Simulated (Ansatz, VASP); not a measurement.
# Two plane-wave programs on CsBr

File INCAR:

```
SYSTEM = CsBr
ALGO = Normal
EDIFF = 1E-6
ENCUT = 500
GGA = PE
GGA_COMPAT = .False.
ISIF = 2
ISMEAR = -1
LASPH = .True.
LCHARG = .False.
LREAL = .False.
LWAVE = .False.
NBANDS = 15
NELM = 120
PREC = Accurate
SIGMA = 0.1
```

KPOINTS

```
k-points
0
Gamma
  11 11 11
  0 0 0
```

Contents of POSCAR:

```
CsBr
1.0
    4.0736656257      0.0000000000      0.0000000000
    0.0000000000      4.0736656257      0.0000000000
    0.0000000000      0.0000000000      4.0736656257
Cs Br
1 1
Direct
    0.0000000000      0.0000000000      0.0000000000
    0.5000000000      0.5000000000      0.5000000000
```

Input for Ansatz:

```yaml
crystal:
  lattice:
    - [4.0736656257, 0.0, 0.0]
    - [0.0, 4.0736656257, 0.0]
    - [0.0, 0.0, 4.0736656257]
  atoms:
    - { symbol: Cs, position: [0.0, 0.0, 0.0] }
    - { symbol: Br, position: [0.5, 0.5, 0.5] }
kpoints:
  mp_grid: { grid: [11, 11, 11] }
  band_path:
    path:
      - [0.0, 0.0, 0.0]
      - [0.0, 0.5, 0.0]
      - [0.5, 0.5, 0.0]
      - [0.0, 0.0, 0.0]
      - [0.5, 0.5, 0.5]
      - [0.0, 0.5, 0.0]
      - [0.5, 0.5, 0.5]
      - [0.5, 0.5, 0.0]
    npoints: 8
scf:
  occupations: { method: fermi_dirac, width: 0.1 }
hamiltonian:
  xc: pbe
  pseudopotentials: { kind: paw }
output:
  forces: true
  stress: true
  eigenvalues: true
  populations: true
  dos: { projected: true, de: 0.2, e_range: [-14, 8] }
  write_density: true
  write_potential: true
  elf: true
  volumetric_format: npy
```

Change from the starting cell: volume scaled by 0.8, PAW files.

Alike in both runs: task single point; functional PBE; k mesh 11 × 11 × 11; occupations fermi-dirac, width 0.1 eV; no spin polarisation.

|  | VASP | Ansatz |
| --- | --- | --- |
| version | VASP 6.6.1 | Ansatz 0.2.0 |
| potentials or method | VASP PAW PBE potentials, release 64 (Cs_sv, Br) | PAW with Ansatz's default frozen-core files, scalar-relativistic |
| plane-wave cutoff (eV) | 500 | 420 |
| valence electrons in the cell | 16 | 16 |

```tsv
	VASP	Ansatz	Ansatz less VASP
gap on the k mesh at the Fermi level (eV)	4.64	4.66	+0.017
pressure (GPa)	5.0	4.8	-0.11
```

Neither program's run includes spin-orbit coupling.
